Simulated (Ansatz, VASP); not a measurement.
## Two plane-wave programs on Al2Cu

```
Al Cu
1.0
     0.00000    0.00000    5.72603
    -4.04926    4.04926    0.00000
    -4.04926   -4.04926    0.00000
Al Cu
8 4
Direct
  0.27016 0.77016 0.27016
  0.75000 0.25000 0.25000
  0.25000 0.25000 0.75000
  0.75000 0.75000 0.75000
  0.25000 0.25000 0.25000
  0.75000 0.75000 0.25000
  0.25000 0.75000 0.75000
  0.75000 0.25000 0.75000
  0.00000 0.50000 0.00000
  0.50000 0.00000 0.00000
  0.00000 0.00000 0.50000
  0.50000 0.50000 0.50000
```

Alike in both runs: task single point; functional PBEsol; k mesh 8 × 8 × 8; occupations gaussian, width 0.15 eV; no spin polarisation.

|  | VASP | Ansatz |
| --- | --- | --- |
| version | VASP 6.6.1 | Ansatz 0.2.0 |
| potentials or method | VASP PAW PBE potentials, release 64 (Al, Cu), cutoff 520 eV | scalar-relativistic, plane waves, PAW |
| valence electrons in the cell | 68 | 100 |

Ansatz gave:

```
gap on the k mesh at the Fermi level (eV)                     : none
pressure (GPa)                                                : 0.3
traceless stress, the component that is largest in VASP (GPa) : 0.55
rms of the force components (eV/Å)                            : 0.210
```

Task: Which values does VASP return?

Result: gap on the k mesh at the Fermi level (eV): none; pressure (GPa): 0.5; traceless stress, the component that is largest in VASP (GPa): 0.56; rms of the force components (eV/Å): 0.210.

VASP's potentials were made for PBE, not for PBEsol. Atom by atom the forces differ by 0.001 eV/Å (rms over components). A gap of «none» marks a metal or a gap that the smearing closes. VASP's potentials hold 68 valence electrons a cell and Ansatz's 100, so a difference there can come from the potentials and not from the codes.
